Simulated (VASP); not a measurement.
Write the native input for VASP 6.6.1 that does the following.

| Property | Result |
| --- | --- |
| Task | single point |
| Functional | PBEsol |
| Potentials or basis | VASP PAW PBE potentials, release 64 (Ga_d) |
| Cutoff | 520 eV |
| k mesh | 12 × 12 × 10 |
| Occupations | gaussian, width 0.1 eV |
| Spin | no spin polarisation |
| Dipole correction | no |
| Further INCAR settings | ALGO = Fast; EDIFF = 1e-06; NBANDS = 34 |

The structure of Ga lies in POSCAR:

```
Ga
1.0
    2.1859132011     -3.7302075554      0.0000000000
    2.1859132011      3.7302075554      0.0000000000
    0.0000000000      0.0000000000      4.3952135400
Ga
4
Direct
    0.8444722126      0.1555277874      0.0830363724
    0.6555277874      0.3444722126      0.5830363724
    0.1555277874      0.8444722126      0.9169636276
    0.3444722126      0.6555277874      0.4169636276
```

These files were run (other wordings do the same):

INCAR

```
SYSTEM = Ga
ALGO     = Fast           ! electronic algorithm
EDIFF    = 1E-6           ! SCF threshold, eV
ENCUT    = 520            ! plane-wave cutoff, eV
GGA      = PS             ! functional
ISIF     = 2              ! what is computed and relaxed
ISMEAR   = 0              ! smearing method
LASPH    = .TRUE.         ! aspherical terms in the spheres
LCHARG   = .TRUE.         ! write CHGCAR
LELF     = .TRUE.         ! ELF
LREAL    = .FALSE.        ! projectors in reciprocal space
LVHAR    = .TRUE.       
LWAVE    = .FALSE.        ! write WAVECAR
NBANDS   = 34             ! bands
NELM     = 60             ! most SCF steps
PREC     = Accurate       ! precision mode
SIGMA    = 0.1            ! smearing width, eV
```

KPOINTS

```
k-points
0
G
  12 12 10
  0 0 0
```

Potentials or basis: VASP PAW PBE potentials, release 64 (Ga_d).

Launch:

```console
$ cat potpaw_PBE.64/Ga_d/POTCAR > POTCAR
$ mpirun -np 1 vasp_std > vasp.out
```

It gave:

The pressure is 4.5 GPa. The largest force is 0.010 eV/Å and the band gap on the k mesh is zero (bands 26 and 27 overlap by 1.36 eV).

Caveat: the cell stands under pressure; the PAW data sets were made with another functional, which shifts forces and pressure a little.

It took 4 min on 1 thread of Intel(R) Xeon(R) 6975P-C (Granite Rapids), on a shared host, peak memory 0.52 GiB.
